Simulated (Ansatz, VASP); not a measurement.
**AlN in VASP and in Ansatz**

The input INCAR:

```
PREC = Accurate ; ENCUT = 520
EDIFF = 1E-7 ; ISMEAR = 0
SIGMA = 0.05 ; LREAL = F
LASPH = T ; NELM = 60
ALGO = Normal ; ISIF = 2
LWAVE = F ; LCHARG = F
GGA = PE ; NBANDS = 26
```

KPOINTS

```
Automatic mesh
0
Gamma
  8 6 4
```

Contents of POSCAR:

```
AlN
1.0
   -1.6567491617      2.8695737234      0.0000000000
    0.0000000000      0.0000000000      4.1874629526
    4.9702474850      2.8695737234      0.0000000000
Al N
4 4
Direct
    0.6507400200      0.7500000000      0.1915624897
    0.0000000000      0.7500000000      0.6666666667
    0.0000000000      0.2500000000      0.3333333333
    0.5000000000      0.2500000000      0.8333333333
    0.5000000000      0.2500000000      0.1666666667
    0.0000000000      0.2500000000      0.6666666667
    0.0000000000      0.7500000000      0.3333333333
    0.5000000000      0.7500000000      0.8333333333
```

Input for Ansatz:

```yaml
crystal:
  lattice:
    - [-1.6567491617, 2.8695737234, 0.0]
    - [0.0, 0.0, 4.1874629526]
    - [4.970247485, 2.8695737234, 0.0]
  atoms:
    - { symbol: Al, position: [0.65074002, 0.75, 0.1915624897] }
    - { symbol: Al, position: [0.0, 0.75, 0.6666666667] }
    - { symbol: Al, position: [0.0, 0.25, 0.3333333333] }
    - { symbol: Al, position: [0.5, 0.25, 0.8333333333] }
    - { symbol: "N", position: [0.5, 0.25, 0.1666666667] }
    - { symbol: "N", position: [0.0, 0.25, 0.6666666667] }
    - { symbol: "N", position: [0.0, 0.75, 0.3333333333] }
    - { symbol: "N", position: [0.5, 0.75, 0.8333333333] }
basis:
  ecutwfc: 420
kpoints:
  mp_grid: { grid: [8, 6, 4] }
hamiltonian:
  xc: pbe
  pseudopotentials: { kind: paw, azcp: { folder: soft_1 } }
scf:
  occupations: { method: gaussian, width: 0.05 }
output:
  forces: true
  stress: true
  eigenvalues: true
```

Alike in both runs: task single point; functional PBE; k mesh 8 × 6 × 4; occupations gaussian, width 0.05 eV; no spin polarisation.

|  | VASP | Ansatz |
| --- | --- | --- |
| version | VASP 6.6.1 | Ansatz 0.2.0 |
| potentials or method | VASP PAW PBE potentials, release 64 (Al, N), cutoff 520 eV | scalar-relativistic, plane waves, PAW |
| valence electrons in the cell | 32 | 32 |

```csv
,VASP,Ansatz,Ansatz less VASP
gap on the k mesh at the Fermi level (eV),3.05,3.04,-0.009
least direct gap on the mesh (eV),3.05,3.04,-0.009
pressure (GPa),17.6,17.7,+0.14
"traceless stress, the component that is largest in VASP (GPa)",37.61,37.67,+0.057
rms of the force components (eV/Å),6.665,6.665,+0.0001
```

Atom by atom the forces differ by 0.004 eV/Å (rms over components).
